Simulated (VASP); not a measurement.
# LaB6 (Pm-3m) in VASP: notebook, part 2 of 2

VASP 6.6.1. Earlier steps stand in the parts before.

## 3. Relaxation of cell and atoms, PBEsol

This run uses another cell than the first one, of 10.25 Å³/atom.

INCAR reads:

```
ALGO = Normal ; EDIFF = 1E-7
EDIFFG = -0.005 ; ENCUT = 600
GGA = PS ; IBRION = 2
ISIF = 3 ; ISMEAR = 0
LASPH = T ; LCHARG = F
LREAL = F ; LWAVE = F
NELM = 60 ; NSW = 70
PREC = Accurate ; SIGMA = 0.1
```

KPOINTS reads:

```
k-points
0
Gamma
  8 8 8
```

POSCAR reads:

```
LaB6
1.0
    4.1546927964      0.0000000000      0.0000000000
    0.0000000000      4.1546927964      0.0000000000
    0.0000000000      0.0000000000      4.1546927964
La B
1 6
Direct
    0.0000000000      0.0000000000      0.0000000000
    0.1998272937      0.5000000000      0.5000000000
    0.5000000000      0.1998272937      0.5000000000
    0.8001727063      0.5000000000      0.5000000000
    0.5000000000      0.8001727063      0.5000000000
    0.5000000000      0.5000000000      0.1998272937
    0.5000000000      0.5000000000      0.8001727063
```

Potentials or basis: VASP PAW PBE potentials, release 64 (La, B).

Run with:

```
> cat potpaw_PBE.64/La/POTCAR potpaw_PBE.64/B/POTCAR > POTCAR
> mpirun -np 1 vasp_std > vasp.out
```

OUTCAR:

```text
EDIFF = 1E-7
   EDIFFG = -0.005
   ENCUT = 600
   GGA = PS
   IBRION = 2
   ISIF = 3
   ISMEAR = 0
   LASPH = T
   LREAL = F
   NELM = 60
   NSW = 70
   PREC = Accurate

 ion  position               nearest neighbor table
   1  0.000  0.000  0.000-
   2  0.200  0.500  0.500-   4 1.66   3 1.76   5 1.76   6 1.76   7 1.76
   3  0.500  0.200  0.500-   5 1.66   4 1.76   2 1.76   6 1.76   7 1.76
   4  0.800  0.500  0.500-   2 1.66   3 1.76   5 1.76   6 1.76   7 1.76
   5  0.500  0.800  0.500-   3 1.66   2 1.76   4 1.76   6 1.76   7 1.76
   6  0.500  0.500  0.200-   7 1.66   3 1.76   4 1.76   5 1.76   2 1.76
   7  0.500  0.500  0.800-   6 1.66   3 1.76   4 1.76   5 1.76   2 1.76

  LATTYP: Found a simple cubic cell.
 ALAT       =     4.1546927964

  Lattice vectors:

 A1 = (   4.1546927964,   0.0000000000,   0.0000000000)
 A2 = (   0.0000000000,   4.1546927964,   0.0000000000)
 A3 = (   0.0000000000,   0.0000000000,   4.1546927964)

Analysis of symmetry for initial positions (statically):
=====================================================================
 Subroutine PRICEL returns:
 Original cell was already a primitive cell.

 Routine SETGRP: Setting up the symmetry group for a
 simple cubic supercell.

 Subroutine GETGRP returns: Found 48 space group operations
[... 185 lines left out ...]
  Total       -1.3741470     -1.3741470     -1.3741470      0.0000000     -0.0000000      0.0000000
  in kB      -30.6991974    -30.6991974    -30.6991974      0.0000000     -0.0000000      0.0000000
  external PRESSURE =     -30.6991974 kB  Pullay stress =       0.0000000 kB
[... 151 lines left out ...]
--------------------------------------- Ionic step        5  -------------------------------------------

 number of electron      28.9999999 magnetization

 Free energy of the ion-electron system (eV)
  ---------------------------------------------------
  ext. energy  EPLUGINS =         0.00000000
  ---------------------------------------------------
  free energy    TOTEN  =       -51.54424553 eV

  energy without entropy =      -51.54086701  energy(sigma->0) =      -51.54255627

 E-fermi :   8.5574     XC(G=0): -11.4492

 val. band max:        8.4237301587   @ k =   0.3750   0.2500   0.1250
 cond. band min:       8.5650723377   @ k =   0.2500   0.2500   0.0000
 fundamental gap:      0.1413421790
 Fermi energy:         8.5574088403

 k-point     1 :       0.0000    0.0000    0.0000
  band No.  band energies     occupation
      1     -24.3095      2.00000
      2      -8.0624      2.00000
      3      -8.0624      2.00000
      4      -8.0624      2.00000
      5      -6.9712      2.00000
      6       0.6488      2.00000
[... 481 lines left out ...]
      5      -6.3364      2.00000
      6      -0.9805      2.00000
[... 10 lines left out ...]
     17      10.6649      0.00000
     18      10.6851      0.00000

 [... further k-points ...]

------------------------ aborting loop because EDIFF is reached ----------------------------------------

  FORCE on cell =-STRESS in cart. coord.  units (eV):
  Direction    XX          YY          ZZ          XY          YZ          ZX
  --------------------------------------------------------------------------------------
  -------------------------------------------------------------------------------------
  Total        0.0009544      0.0009544      0.0009544     -0.0000000      0.0000000     -0.0000000
  in kB        0.0216994      0.0216994      0.0216994     -0.0000000      0.0000000     -0.0000000
  external PRESSURE =       0.0216994 kB  Pullay stress =       0.0000000 kB
[... 22 lines left out ...]
  FREE ENERGIE OF THE ION-ELECTRON SYSTEM (eV)
  ---------------------------------------------------
  free  energy   TOTEN  =       -51.5442455277 eV

  energy  without entropy=      -51.5408670114  energy(sigma->0) =      -51.54255627

 reached required accuracy - stopping structural energy minimisation
```

CONTCAR:

```text
LaB6
   1.00000000000000
     4.1303910236032078    0.0000000000000000    0.0000000000000000
     0.0000000000000000    4.1303910236032078    0.0000000000000000
    -0.0000000000000000   -0.0000000000000000    4.1303910236032078
  La              B
     1     6
Direct
     0.0000000000000000    0.0000000000000000    1.0000000000000000
     0.1995611557548972    0.5000000000000000    0.5000000000000000
     0.5000000000000000    0.1995611557548972    0.5000000000000000
     0.8004388442451027    0.5000000000000000    0.5000000000000000
     0.5000000000000000    0.8004388442451027    0.5000000000000000
     0.5000000000000000    0.5000000000000000    0.1995611557548972
     0.5000000000000000    0.5000000000000000    0.8004388442451027

  0.00000000E+00  0.00000000E+00  0.00000000E+00
  0.00000000E+00  0.00000000E+00  0.00000000E+00
  0.00000000E+00  0.00000000E+00  0.00000000E+00
  0.00000000E+00  0.00000000E+00  0.00000000E+00
  0.00000000E+00  0.00000000E+00  0.00000000E+00
  0.00000000E+00  0.00000000E+00  0.00000000E+00
  0.00000000E+00  0.00000000E+00  0.00000000E+00
```

It took 3.1 min on 1 thread of Intel Xeon Platinum 8488C (Sapphire Rapids), shared host; peak memory 0.25 GiB.

Results:

```yaml
Free_energy: -51.5442 eV
Relaxed_volume: 10.07 Å³/atom
Relaxed_cell: a = 4.130 Å, b = 4.130 Å, c = 4.130 Å, α = 90.00°, β = 90.00°, γ = 90.00°
Space_group_after_relaxing_to_0.1_Å: Pm-3m (No. 221)
Energy_gained_by_relaxing: 1.7 meV/atom
Ionic_steps: 5
Pressure_after_relaxing: 0.0 GPa
Band_gap_on_the_k_mesh: zero (an odd number of electrons rules out a gap without spin polarisation)
```

The path:
```tsv
step	energy change (eV)	largest force (eV/Å)	pressure (GPa)	volume (Å³)
1	0.0000	0.0073	-3.07	71.72
2	-0.0070	0.0910	2.09	69.70
3	-0.0120	0.0580	0.01	70.48
4	-0.0116	0.1123	-0.01	70.44
5	-0.0122	0.0001	0.00	70.47
```

Final structure:
```
La B
1.0
     4.13039    0.00000    0.00000
     0.00000    4.13039    0.00000
     0.00000    0.00000    4.13039
La B
1 6
Direct
  0.00000 0.00000 0.00000
  0.19956 0.50000 0.50000
  0.50000 0.19956 0.50000
  0.80044 0.50000 0.50000
  0.50000 0.80044 0.50000
  0.50000 0.50000 0.19956
  0.50000 0.50000 0.80044
```

Caveat: the PAW data sets were made with another functional, which shifts forces and pressure a little; spin-orbit coupling is left out, which moves the levels of the heavy elements; an odd number of electrons without spin polarisation forces a metal; a magnetic or distorted state may lie lower.

The gap in the log of VASP goes by the Fermi energy; the results here count the filled bands.